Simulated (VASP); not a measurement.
# Ge in VASP: a series of runs

Ge is run at these levels: PBE; tasks: single point.

Program: VASP 6.6.1. These are calculated values, not measurements. Logs are shortened: lines on timing, memory, paths and dates and some standing lists are left out, and cuts for length are marked.

## Step 1: The cell of the first run

The cell holds a slab with vacuum, 6 atoms: a = 4.074 Å, b = 5.761 Å, c = 20.074 Å, α = 90.00°, β = 90.00°, γ = 90.00°.

## Step 2: Single point, PBE

Contents of INCAR:

```
SYSTEM = Ge
ALGO     = Normal         ! electronic algorithm
DIPOL    = 0.5 0.5 0.500
EDIFF    = 1E-6           ! SCF threshold, eV
ENCUT    = 520            ! plane-wave cutoff, eV
GGA      = PE             ! functional
IDIPOL   = 3            
ISIF     = 2              ! what is computed and relaxed
ISMEAR   = -1             ! smearing method
LASPH    = .TRUE.         ! aspherical terms in the spheres
LCHARG   = .TRUE.         ! write CHGCAR
LDIPOL   = .TRUE.       
LELF     = .TRUE.         ! ELF
LREAL    = .FALSE.        ! projectors in reciprocal space
LVACPOTAV= .TRUE.       
LVHAR    = .TRUE.       
LWAVE    = .FALSE.        ! write WAVECAR
NBANDS   = 51             ! bands
NELM     = 80             ! most SCF steps
PREC     = Accurate       ! precision mode
SIGMA    = 0.02           ! smearing width, eV
```

Contents of KPOINTS:

```
k-points
0
G
  8 5 1
  0 0 0
```

Contents of POSCAR:

```
Ge
1.0
    4.0736070244      0.0000000000      0.0000000000
    0.0000000000      5.7609503017      0.0000000000
    0.0000000000      0.0000000000     20.0736000000
Ge
6
Direct
    0.7500000000      0.1250000000      0.3985332221
    0.2500000000      0.8750000000      0.3985332221
    0.2500000000      0.6250000000      0.5000000000
    0.7500000000      0.3750000000      0.5000000000
    0.7500000000      0.1250000000      0.6014667779
    0.2500000000      0.8750000000      0.6014667779
```

Potentials or basis: VASP PAW PBE potentials, release 64 (Ge_d).

Command:

```console
> cat potpaw_PBE.64/Ge_d/POTCAR > POTCAR
> mpirun -np 1 vasp_std > vasp.out
```

OUTCAR:

```text
SYSTEM = Ge
   EDIFF = 1E-6
   ENCUT = 520
   GGA = PE
   ISIF = 2
   ISMEAR = -1
   LASPH = .TRUE.
   LREAL = .FALSE.
   NELM = 80
   PREC = Accurate

 ion  position               nearest neighbor table
   1  0.750  0.125  0.399-   2 2.49   2 2.49   4 2.49
   2  0.250  0.875  0.399-   1 2.49   1 2.49   3 2.49
   3  0.250  0.625  0.500-   4 2.49   4 2.49   6 2.49   2 2.49
   4  0.750  0.375  0.500-   3 2.49   3 2.49   5 2.49   1 2.49
   5  0.750  0.125  0.601-   6 2.49   6 2.49   4 2.49
   6  0.250  0.875  0.601-   5 2.49   5 2.49   3 2.49

  LATTYP: Found a simple orthorhombic cell.
 ALAT       =     4.0736070244
 B/A-ratio  =     1.4142135624
 C/A-ratio  =     4.9277212750

  Lattice vectors:

 A1 = (   4.0736070244,   0.0000000000,   0.0000000000)
 A2 = (   0.0000000000,   5.7609503017,   0.0000000000)
 A3 = (   0.0000000000,   0.0000000000,  20.0736000000)

Analysis of symmetry for initial positions (statically):
=====================================================================
 Subroutine PRICEL returns:
 Original cell was already a primitive cell.

 Routine SETGRP: Setting up the symmetry group for a
 simple orthorhombic supercell.

 Subroutine GETGRP returns: Found  8 space group operations
 (whereof  4 operations were pure point group operations)
 out of a pool of  8 trial point group operations.

The static configuration has the point symmetry C_2h.
 The point group associated with its full space group is D_2h.

Analysis of symmetry for dynamics (positions and initial velocities):
=====================================================================
 Subroutine PRICEL returns:
 Original cell was already a primitive cell.

 Routine SETGRP: Setting up the symmetry group for a
 simple orthorhombic supercell.

 Subroutine GETGRP returns: Found  8 space group operations
 (whereof  4 operations were pure point group operations)
 out of a pool of  8 trial point group operations.

The dynamic configuration has the point symmetry C_2h.
 The point group associated with its full space group is D_2h.

 Subroutine INISYM returns: Found  8 space group operations
 (whereof  4 operations are pure point group operations),
 and found     1 'primitive' translations

----------------------------------------------------------------------------------------

[... 87 lines left out ...]
   LASPH  =      T    aspherical Exc in radial PAW
   ENCUT  =  520.0 eV  38.22 Ry    6.18 a.u.   7.57 10.71 37.32*2*pi/ulx,y,z
   NELM   =     80;   NELMIN=  2; NELMDL= -5     # of ELM steps
   EDIFF  = 0.1E-05   stopping-criterion for ELM
   LREAL  =      F    real-space projection
[... 7 lines left out ...]
   TEBEG  =    0.0;   TEEND  =   0.0 temperature during run
   PSTRESS=    0.0 pullay stress
   NELECT =      84.0000    total number of electrons
   NUPDOWN=      -1.0000    fix difference up-down
   EMIN   =  10.00;   EMAX   =-10.00  energy-range for DOS
   EFERMI =   0.00;   METHOD = LEGACY
   ISMEAR =    -1;   SIGMA  =   0.02  broadening in eV -4-tet -1-fermi 0-gaus
   EFERMI_NEDOS =   21; number of points for ismear=-14 and -15
   IALGO  =     38    algorithm
   IMIX   =      4    mixing-type and parameters
     AMIX     =   0.40;   BMIX     =  1.00
     AMIX_MAG =   1.60;   BMIX_MAG =  1.00
  volume/ion in A,a.u.               =      78.51       529.84
  Fermi-wavevector in a.u.,A,eV,Ry     =   0.921443  1.741275 11.552122  0.849057
  Thomas-Fermi vector in A             =   2.046860
   LORBIT       =      0    0 simple, 1 ext, 2 COOP (PROOUT), +10 PAW based schemes
   GGA     = PE    functional components
   LHFCALC =     F    Hartree Fock is set to
   AEXX    =    0.0000 exact exchange contribution
   IVDW    =     0    specifies the selected vdW correction
   LEPSILON=     F    determine dielectric tensor
   LRPA    =     F    only Hartree local field effects (RPA)
 non-spin polarized calculation
  energy-cutoff  :      520.00
  volume of cell :      471.08
 maximum number of plane-waves:     12716
   NGX = 15   NGY = 21   NGZ = 75

 dipolmoment           0.000000      0.000000      0.000000 electrons x Angstroem

 number of electron      83.9999986 magnetization

 dipolmoment           0.000000      0.000000     -0.000000 electrons x Angstroem

 Free energy of the ion-electron system (eV)
  ---------------------------------------------------
  ext. energy  EPLUGINS =         0.00000000
  ---------------------------------------------------
  free energy    TOTEN  =       -24.03702003 eV

  energy without entropy =      -24.03242314  energy(sigma->0) =      -24.03472159

 E-fermi :  -1.8467     XC(G=0):  -3.7509

 val. band max:       -1.8627806540   @ k =   0.0000   0.4000   0.0000
 cond. band min:      -1.8096040940   @ k =   0.2500   0.4000   0.0000
 fundamental gap:      0.0531765600
 Fermi energy:        -1.8466502194

 k-point     1 :       0.0000    0.0000    0.0000
  band No.  band energies     occupation
      1     -26.4185      2.00000
      2     -26.4128      2.00000
      3     -26.3943      2.00000
      4     -26.3696      2.00000
      5     -26.3572      2.00000
      6     -26.3249      2.00000
[... 799 lines left out ...]
     50       3.0915      0.00000
     51       3.6529      0.00000

------------------------ aborting loop because EDIFF is reached ----------------------------------------

  FORCE on cell =-STRESS in cart. coord.  units (eV):
  Direction    XX          YY          ZZ          XY          YZ          ZX
  --------------------------------------------------------------------------------------
  -------------------------------------------------------------------------------------
  Total       -0.5020261     -0.1803014     -0.7519455      0.0000000      0.0000000      0.0000000
  in kB       -1.7074121     -0.6132127     -2.5573986      0.0000000      0.0000000      0.0000000
  external PRESSURE =      -1.6260078 kB  Pullay stress =       0.0000000 kB

 VOLUME and BASIS-vectors are now :
 -----------------------------------------------------------------------------
  energy-cutoff  :      520.00
  volume of cell :      471.08
      direct lattice vectors                 reciprocal lattice vectors
     4.073607024  0.000000000  0.000000000     0.245482687  0.000000000  0.000000000
     0.000000000  5.760950302  0.000000000     0.000000000  0.173582473  0.000000000
     0.000000000  0.000000000 20.073600000     0.000000000  0.000000000  0.049816675

 POSITION                                       TOTAL-FORCE (eV/Angst)
 -----------------------------------------------------------------------------------
      3.05521      0.72012      8.00000         0.000000     -0.345798      0.086260
      1.01840      5.04083      8.00000         0.000000      0.345798      0.086260
      1.01840      3.60059     10.03680        -0.000000     -0.043747      0.000000
      3.05521      2.16036     10.03680         0.000000      0.043747      0.000000
      3.05521      0.72012     12.07360         0.000000     -0.345798     -0.086260
      1.01840      5.04083     12.07360        -0.000000      0.345798     -0.086260
 -----------------------------------------------------------------------------------
    total drift:                                0.000000      0.000000     -0.000000

  FREE ENERGIE OF THE ION-ELECTRON SYSTEM (eV)
  ---------------------------------------------------
  free  energy   TOTEN  =       -24.0370200346 eV

  energy  without entropy=      -24.0324231428  energy(sigma->0) =      -24.03472159

 vacuum level on the upper side and lower side of the slab         2.639         2.639
```

OSZICAR:

```text
N       E                     dE             d eps       ncg     rms          rms(c)
DAV:   1     0.744899838362E+03    0.74490E+03   -0.43820E+04  1916   0.260E+03
DAV:   2     0.944084882542E+02   -0.65049E+03   -0.63309E+03  1874   0.631E+02
DAV:   3    -0.175396139866E+02   -0.11195E+03   -0.11074E+03  2128   0.199E+02
[... 14 lines left out ...]
DAV:  18    -0.240369539862E+02   -0.16767E-04   -0.36711E-06  1239   0.234E-02    0.180E-03
DAV:  19    -0.240369919344E+02   -0.37948E-04   -0.32741E-06  1160   0.611E-02    0.116E-03
DAV:  20    -0.240370045323E+02   -0.12598E-04   -0.79427E-07  1053   0.198E-02    0.668E-04
DAV:  21    -0.240370190493E+02   -0.14517E-04   -0.12149E-06  1079   0.179E-02    0.464E-04
DAV:  22    -0.240370200346E+02   -0.98533E-06   -0.34402E-07  1072   0.639E-03
   1 F= -.24037020E+02 E0= -.24034722E+02  d E =-.459689E-02
```

Wall time 7.4 min (1 thread of Intel Xeon Platinum 8488C (Sapphire Rapids), shared host); peak memory 0.63 GiB.

What came out:

```yaml
Free_energy: -24.0370 eV
Largest_force: 0.356 eV/Å
Band_gap_on_the_k_mesh: zero (bands 42 and 43 overlap by 0.38 eV)
```

Forces on the atoms (eV/Å):
```
Ge   0.000 -0.346  0.086
Ge   0.000  0.346  0.086
Ge   0.000 -0.044  0.000
Ge   0.000  0.044  0.000
Ge   0.000 -0.346 -0.086
Ge   0.000  0.346 -0.086
```

## Step 3: Single point, PBE

Contents of INCAR:

```
SYSTEM = Ge
PREC = Accurate
ENCUT = 520
EDIFF = 1E-6
ISMEAR = -1
SIGMA = 0.02
LREAL = .False.
LASPH = .True.
NELM = 80
ALGO = Normal
ISIF = 2
LWAVE = .False.
LCHARG = .True.
LDIPOL = .True.
IDIPOL = 3
DIPOL = 0.5 0.5 0.500
GGA = PE
LELF = .True.
LVHAR = .True.
LVACPOTAV = .True.
NBANDS = 51
```

Contents of KPOINTS:

```
regular mesh
0
Gamma
  8 5 1
  0 0 0
```

Contents of POSCAR:

```
Ge
1.0
    4.0736070244      0.0000000000      0.0000000000
    0.0000000000      5.7609503017      0.0000000000
    0.0000000000      0.0000000000     20.0736000000
Ge
6
Direct
    0.7500000000      0.1190999919      0.4011007003
    0.2500000000      0.8809000081      0.4011007003
    0.2500000000      0.6227909738      0.5000000004
    0.7500000000      0.3772090262      0.5000000004
    0.7500000000      0.1190999904      0.5988992993
    0.2500000000      0.8809000096      0.5988992993
```

Potentials or basis: VASP PAW PBE potentials, release 64 (Ge_d).

Command:

```console
> cat potpaw_PBE.64/Ge_d/POTCAR > POTCAR
> mpirun -np 1 vasp_std > vasp.out
```

Run time: 7.2 min. Hardware: 1 thread of Intel Xeon Platinum 8488C (Sapphire Rapids), shared host; peak memory 0.62 GiB.

Results (log left out):

```yaml
Free_energy: -24.0706 eV
Largest_force: 0.004 eV/Å
Band_gap_on_the_k_mesh: zero (bands 42 and 43 overlap by 0.36 eV)
```

Forces on the atoms (eV/Å):
```
Ge   0.000  0.004  0.002
Ge   0.000 -0.004  0.002
Ge   0.000  0.004  0.000
Ge   0.000 -0.004  0.000
Ge   0.000  0.004 -0.002
Ge   0.000 -0.004 -0.002
```

Levels at points of the mesh, in eV from the Fermi level:
```tsv
k point	band 40	band 41	band 42	band 43	band 44	band 45
(0.00, 0.00, 0.00)	-1.19	-0.61	-0.20	0.46	1.33	1.66
(0.50, 0.00, 0.00)	-2.25	-0.79	-0.79	0.39	0.39	2.24
```

The gap in the log of VASP goes by the Fermi energy; the results here count the filled bands.